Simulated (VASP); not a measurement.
# CaLa: single point with LDA

Crystal: CaLa.

```
La Ca
1.0
     4.14904    0.00000    0.00000
     0.00000    4.14904    0.00000
     0.00000    0.00000    4.14904
La Ca
1 1
Cartesian
  0.0000 0.0000 0.0000
  2.0745 2.0745 2.0745
```

```json
{
  "Program": "VASP 6.6.1",
  "Task": "single point",
  "Functional": "LDA",
  "Potentials or basis": "VASP PAW LDA potentials, release 64 (La, Ca_sv)",
  "Cutoff": "520 eV",
  "k mesh": "5 × 5 × 5",
  "Occupations": "gaussian, width 0.1 eV",
  "Spin": "no spin polarisation"
}
```

| Item | Value |
| --- | --- |
| Pressure | 0.0 GPa |

Levels at points of the mesh, in eV from the Fermi level:
| k point | band 7 | band 8 | band 9 | band 10 | band 11 | band 12 | band 13 | band 14 | band 15 | band 16 |
| --- | --- | --- | --- | --- | --- | --- | --- | --- | --- | --- |
| (0.00, 0.00, 0.00) | -16.42 | -16.42 | -3.69 | -1.07 | -1.07 | 1.45 | 1.45 | 1.45 | 1.50 | 1.50 |

Run time: 12 s on 1 thread of AMD EPYC 7R13 Processor (Zen 3), on a shared host, peak memory 0.13 GiB.

Caveat: spin-orbit coupling is left out, which moves the levels of the heavy elements.
